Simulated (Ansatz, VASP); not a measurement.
Two plane-wave programs on LiH

```xyz
2
Lattice="0.0000 2.0086 2.0086 2.0086 0.0000 2.0086 2.0086 2.0086 0.0000" Properties=species:S:1:pos:R:3 pbc="T T T"
Li    0.0000    0.0000    0.0000
H     2.0086    2.0086    2.0086
```

Alike in both runs: task single point; functional PBE; k mesh 8 × 8 × 8; occupations gaussian, width 0.1 eV; no spin polarisation.

|  | VASP | Ansatz |
| --- | --- | --- |
| version | VASP 6.6.1 | Ansatz 0.2.0 |
| potentials or method | VASP PAW PBE potentials, release 64 (Li_sv, H), cutoff 750 eV | scalar-relativistic, plane waves, PAW |
| valence electrons in the cell | 4 | 4 |

Ansatz gave:

| Item | Value |
| --- | --- |
| gap on the k mesh at the Fermi level (eV) | 2.99 |
| least direct gap on the mesh (eV) | 2.99 |
| pressure (GPa) | -0.3 |

Problem. Estimate VASP's values.

Solution. gap on the k mesh at the Fermi level (eV): 2.99; least direct gap on the mesh (eV): 2.99; pressure (GPa): -0.5.
